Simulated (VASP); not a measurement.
A run of VASP 6.6.1 is set up as follows.

Contents of INCAR:

```
SYSTEM = CuO2
PREC     = Accurate       ! precision mode
ENCUT    = 700            ! plane-wave cutoff, eV
EDIFF    = 1E-6           ! SCF threshold, eV
ISMEAR   = 0              ! smearing method
SIGMA    = 0.1            ! smearing width, eV
LREAL    = .False.        ! projectors in reciprocal space
LASPH    = .True.         ! aspherical terms in the spheres
NELM     = 200            ! most SCF steps
ALGO     = Normal         ! electronic algorithm
ISIF     = 2              ! what is computed and relaxed
LWAVE    = .False.        ! write WAVECAR
LCHARG   = .False.        ! write CHGCAR
ISPIN    = 2              ! spin polarisation
MAGMOM   = 1 0 0          ! initial moments
LORBIT   = 11             ! projections on sites
LMAXMIX  = 4              ! l up to which the mixer works
LDAU     = .True.         ! DFT+U
LDAUTYPE = 2            
LDAUL    = 2 -1           ! shell
LDAUU    = 4 0            ! U, eV
LDAUJ    = 0 0          
LDAUPRINT= 1            
GGA      = PE             ! functional
NBANDS   = 26             ! bands
GGA_COMPAT= .False.
```

The input KPOINTS:

```
Automatic mesh
0
Gamma
  14 14 14
  0 0 0
```

File POSCAR:

```
CuO2
1.0
    0.0000000000      2.5230445890      2.5230445890
    2.5230445890      0.0000000000      2.5230445890
    2.5230445890      2.5230445890      0.0000000000
Cu O
1 2
Direct
    0.0000000000      0.0000000000      0.0000000000
    0.2500000000      0.2500000000      0.2500000000
    0.7500000000      0.7500000000      0.7500000000
```

Potentials or basis: VASP PAW PBE potentials, release 64 (Cu_sv_GW, O).

Command:

```console
$ cat potpaw_PBE.64/Cu_sv_GW/POTCAR potpaw_PBE.64/O/POTCAR > POTCAR
$ mpirun -np 1 vasp_std > vasp.out
```

Task: What does it give for the site moments?

Result: Cu +0.76; O +0.92 μB.

Task: Predict the net moment.

Result: 2.82 μB per cell.

Task: What does it give for the pressure?

Result: -12.8 GPa.

Eigenvalues of the final occupation matrices:
| site | spin | trace | eigenvalues |
| --- | --- | --- | --- |
| site 1 d | 1 | 4.82 | 0.95 0.95 0.97 0.97 0.97 |
| site 1 d | 2 | 4.02 | 0.71 0.71 0.71 0.94 0.94 |

Caveat: the cell stands under tension; a cell with one magnetic atom can't hold antiferromagnetic order, which such compounds often take.
